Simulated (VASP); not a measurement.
# TePb (zincblende type) (F-43m) in VASP: further runs, part 2 of 3

VASP 6.6.1.

### 3 Single point, PBE (49.35 Å³/atom)

This run uses another cell than the first one, of 49.35 Å³/atom.

POSCAR reads:

```
TePb
1.0
    0.0000000000      3.6679212010      3.6679212010
    3.6679212010      0.0000000000      3.6679212010
    3.6679212010      3.6679212010      0.0000000000
Pb Te
1 1
Direct
    0.0000000000      0.0000000000      0.0000000000
    0.2500000000      0.2500000000      0.2500000000
```

INCAR.step1 reads:

```
SYSTEM = TePb
ALGO = Normal
EDIFF = 1E-6
ENCUT = 520
GGA = PE
ISIF = 2
ISMEAR = -1
LASPH = .True.
LCHARG = .True.
LREAL = .False.
LWAVE = .False.
NBANDS = 17
NELM = 100
PREC = Accurate
SIGMA = 0.05
```

KPOINTS.step1 reads:

```
k-points
0
Gamma
  12 12 12
  0 0 0
```

INCAR.step2 reads:

```
SYSTEM = TePb
ALGO = Normal
EDIFF = 1E-6
ENCUT = 520
GGA = PE
ICHARG = 11
ISIF = 2
ISMEAR = -5
LASPH = .True.
LCHARG = .False.
LORBIT = 11
LREAL = .False.
LWAVE = .False.
NBANDS = 17
NEDOS = 1001
NELM = 100
PREC = Accurate
SIGMA = 0.05
```

KPOINTS.step2 reads:

```
k-points
0
Gamma
  18 18 18
  0 0 0
```

Potentials or basis: VASP PAW PBE potentials, release 64 (Pb_d, Te).

Run with:

```bash
$ cat potpaw_PBE.64/Pb_d/POTCAR potpaw_PBE.64/Te/POTCAR > POTCAR
$ cp INCAR.step1 INCAR
$ cp KPOINTS.step1 KPOINTS
$ mpirun -np 1 vasp_std > vasp.out
$ cp INCAR.step2 INCAR
$ cp KPOINTS.step2 KPOINTS
$ mpirun -np 1 vasp_std > vasp.out
```

OUTCAR:

```text
SYSTEM = TePb
   EDIFF = 1E-6
   ENCUT = 520
   GGA = PE
   ICHARG = 11
   ISIF = 2
   ISMEAR = -5
   LASPH = .True.
   LORBIT = 11
   LREAL = .False.
   NELM = 100
   PREC = Accurate

 ion  position               nearest neighbor table
   1  0.000  0.000  0.000-   2 3.18   2 3.18   2 3.18   2 3.18
   2  0.250  0.250  0.250-   1 3.18   1 3.18   1 3.18   1 3.18

  LATTYP: Found a face centered cubic cell.
 ALAT       =     7.3358424020

  Lattice vectors:

 A1 = (   0.0000000000,   3.6679212010,   3.6679212010)
 A2 = (   3.6679212010,   0.0000000000,   3.6679212010)
 A3 = (   3.6679212010,   3.6679212010,   0.0000000000)

Analysis of symmetry for initial positions (statically):
=====================================================================
 Subroutine PRICEL returns:
 Original cell was already a primitive cell.

 Routine SETGRP: Setting up the symmetry group for a
 face centered cubic supercell.

 Subroutine GETGRP returns: Found 24 space group operations
 (whereof 24 operations were pure point group operations)
 out of a pool of 48 trial point group operations.

The static configuration has the point symmetry T_d .

Analysis of symmetry for dynamics (positions and initial velocities):
=====================================================================
 Subroutine PRICEL returns:
 Original cell was already a primitive cell.

 Routine SETGRP: Setting up the symmetry group for a
 face centered cubic supercell.

 Subroutine GETGRP returns: Found 24 space group operations
 (whereof 24 operations were pure point group operations)
 out of a pool of 48 trial point group operations.

The dynamic configuration has the point symmetry T_d .

 Subroutine INISYM returns: Found 24 space group operations
 (whereof 24 operations are pure point group operations),
 and found     1 'primitive' translations

[... 118 lines left out ...]
  Fermi-wavevector in a.u.,A,eV,Ry     =   0.961586  1.817134 12.580597  0.924648
  Thomas-Fermi vector in A             =   2.090971
   LORBIT       =     11    0 simple, 1 ext, 2 COOP (PROOUT), +10 PAW based schemes
   GGA     = PE    functional components
   LHFCALC =     F    Hartree Fock is set to
   AEXX    =    0.0000 exact exchange contribution
   IVDW    =     0    specifies the selected vdW correction
   LEPSILON=     F    determine dielectric tensor
   LRPA    =     F    only Hartree local field effects (RPA)
 non-spin polarized calculation
 Fermi weights with tetrahedron method with Bloechl corrections
  energy-cutoff  :      520.00
  volume of cell :       98.69
 maximum number of plane-waves:      2698

 number of electron      19.9999997 magnetization

 Free energy of the ion-electron system (eV)
  ---------------------------------------------------
  ext. energy  EPLUGINS =         0.00000000
  ---------------------------------------------------
  free energy    TOTEN  =        -7.14651819 eV

  energy without entropy =       -7.14651819  energy(sigma->0) =       -7.14651819

 E-fermi :   2.6017     XC(G=0):  -7.3596

 val. band max:        2.5860272835   @ k =  -0.2778   0.5000   0.2222
 cond. band min:       3.2369859986   @ k =   0.5000   0.5000   0.0000
 fundamental gap:      0.6509587151
 Fermi energy:         2.6016508281

 k-point     1 :       0.0000    0.0000    0.0000
  band No.  band energies     occupation
      1     -14.3280      2.00000
      2     -14.3280      2.00000
      3     -14.3280      2.00000
      4     -14.3066      2.00000
      5     -14.3066      2.00000
      6      -8.6550      2.00000
[... 457 lines left out ...]
      4     -14.3066      2.00000
      5     -14.3062      2.00000
      6      -8.3726      2.00000
[... 9 lines left out ...]
     16       9.1670      0.00000
     17      10.2381      0.00000

 [... further k-points ...]

------------------------ aborting loop because EDIFF is reached ----------------------------------------

  FORCE on cell =-STRESS in cart. coord.  units (eV):
  Direction    XX          YY          ZZ          XY          YZ          ZX
  --------------------------------------------------------------------------------------
  -------------------------------------------------------------------------------------
  Total       -0.0188585     -0.0188585     -0.0188585      0.0000000     -0.0000000     -0.0000000
  in kB       -0.3061454     -0.3061454     -0.3061454      0.0000000     -0.0000000     -0.0000000
  external PRESSURE =      -0.3061454 kB  Pullay stress =       0.0000000 kB

 VOLUME and BASIS-vectors are now :
 -----------------------------------------------------------------------------
  energy-cutoff  :      520.00
  volume of cell :       98.69
      direct lattice vectors                 reciprocal lattice vectors
     0.000000000  3.667921201  3.667921201    -0.136316996  0.136316996  0.136316996
     3.667921201  0.000000000  3.667921201     0.136316996 -0.136316996  0.136316996
     3.667921201  3.667921201  0.000000000     0.136316996  0.136316996 -0.136316996

 POSITION                                       TOTAL-FORCE (eV/Angst)
 -----------------------------------------------------------------------------------
      0.00000      0.00000      0.00000         0.000000      0.000000      0.000000
      1.83396      1.83396      1.83396        -0.000000     -0.000000     -0.000000
 -----------------------------------------------------------------------------------
    total drift:                                0.000000      0.000000      0.000000

  FREE ENERGIE OF THE ION-ELECTRON SYSTEM (eV)
  ---------------------------------------------------
  free  energy   TOTEN  =        -7.1465181876 eV

  energy  without entropy=       -7.1465181876  energy(sigma->0) =       -7.14651819

 total charge

# of ion       s       p       d       tot
------------------------------------------
    1        1.471   0.576   9.817  11.864
    2        1.377   1.988   0.011   3.377
--------------------------------------------------
tot          2.849   2.564   9.829  15.241
```

Wall time 6.4 min (1 thread of Intel Xeon 8259CL, shared host); peak memory 0.48 GiB.

Results:

- Valence electrons inside the program's atomic spheres: Pb 11.86; Te 3.38

Caveat: spin-orbit coupling is left out, which moves the levels of the heavy elements.

[end of part 2 of 3]
